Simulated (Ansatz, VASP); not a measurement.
# Li2GeAs2 in VASP and in Ansatz

File INCAR:

```
ALGO     = Normal         # electronic algorithm
EDIFF    = 1E-6           # SCF threshold, eV
ENCUT    = 520            # plane-wave cutoff, eV
GGA      = PE             # functional
ISIF     = 2              # what is computed and relaxed
ISMEAR   = 0              # smearing method
LASPH    = T              # aspherical terms in the spheres
LCHARG   = F              # write CHGCAR
LREAL    = F              # projectors in reciprocal space
LWAVE    = F              # write WAVECAR
NBANDS   = 23             # bands
NELM     = 60             # most SCF steps
PREC     = Accurate       # precision mode
SIGMA    = 0.1            # smearing width, eV
```

KPOINTS

```
k-points
0
Gamma
  6 6 6
```

POSCAR

```
Li2GeAs2
1.0
   -2.0803340700      2.0803340700      4.9453356800
    2.0803340700     -2.0803340700      4.9453356800
    2.0803340700      2.0803340700     -4.9453356800
Li Ge As
2 1 2
Direct
    0.7500000000      0.2500000000      0.5000000000
    0.2500000000      0.7500000000      0.5000000000
    0.0000000000      0.0000000000      0.0000000000
    0.3765000100      0.3765000100      0.0000000000
    0.6234999900      0.6234999900      0.0000000000
```

Input for Ansatz:

```yaml
crystal:
  lattice:
    - [-2.08033407, 2.08033407, 4.94533568]
    - [2.08033407, -2.08033407, 4.94533568]
    - [2.08033407, 2.08033407, -4.94533568]
  atoms:
    - { symbol: Li, position: [0.75, 0.25, 0.5] }
    - { symbol: Li, position: [0.25, 0.75, 0.5] }
    - { symbol: Ge, position: [0.0, 0.0, 0.0] }
    - { symbol: As, position: [0.37650001, 0.37650001, 0.0] }
    - { symbol: As, position: [0.62349999, 0.62349999, 0.0] }
basis:
  ecutwfc: 420
kpoints:
  mp_grid: { grid: [6, 6, 6] }
hamiltonian:
  xc: pbe
scf:
  occupations: { method: gaussian, width: 0.1 }
  lower_state_search: "off"
output:
  forces: true
  stress: true
  eigenvalues: true
```

Change from the starting cell: species swapped into the HoGe2Pd2 type (I4/mmm, No. 139).

Alike in both runs: task single point; functional PBE; k mesh 6 × 6 × 6; occupations gaussian, width 0.1 eV; no spin polarisation.

```csv
,VASP,Ansatz
version,VASP 6.6.1,Ansatz 0.2.0
potentials or method,"VASP PAW PBE potentials, release 64 (Li_sv, Ge_d, As), cutoff 520 eV","scalar-relativistic, plane waves, PAW"
valence electrons in the cell,30,50
```

VASP gave:

| Property | Result |
| --- | --- |
| gap on the k mesh at the Fermi level (eV) | none |
| rms of the force components (eV/Å) | 0.421 |

Question: What did Ansatz give for the same quantities?

Answer: gap on the k mesh at the Fermi level (eV): none; rms of the force components (eV/Å): 0.431.

Atom by atom the forces differ by 0.009 eV/Å (rms over components). A gap of «none» marks a metal or a gap that the smearing closes. VASP's potentials hold 30 valence electrons a cell and Ansatz's 50, so a difference there can come from the potentials and not from the codes.

Noted on VASP's run: the cutoff is short for stress, so the pressure is rough.
